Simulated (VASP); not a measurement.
Input of a VASP 6.6.1 run:

The input INCAR:

```
SYSTEM = Yb
ALGO = Normal
EDIFF = 1E-6
ENCUT = 520
GGA = PE
ISIF = 2
ISMEAR = -1
LASPH = .True.
LCHARG = .False.
LREAL = .False.
LWAVE = .False.
NBANDS = 31
NELM = 60
PREC = Accurate
SIGMA = 0.1
```

The input KPOINTS:

```
k-points
0
Gamma
  16 16 9
  0 0 0
```

The input POSCAR:

```
Yb
1.0
    3.5829223926      0.0000000000      0.0000000000
   -1.7914611963      3.1029018118      0.0000000000
    0.0000000000      0.0000000000      5.8807326868
Yb
2
Direct
    0.3333333333      0.6666666667      0.2500000000
    0.6666666667      0.3333333333      0.7500000000
```

Potentials or basis: VASP PAW PBE potentials, release 64 (Yb).

Command:

```bash
$ cat potpaw_PBE.64/Yb/POTCAR > POTCAR
$ mpirun -np 1 vasp_std > vasp.out
```

(1) What does it give for the pressure?

(2) Estimate the band gap on the k mesh.

Results:

(1) 17.4 GPa.

(2) zero (bands 24 and 25 overlap by 0.21 eV).

Caveat: the cell stands under pressure; spin-orbit coupling is left out, which moves the levels of the heavy elements.
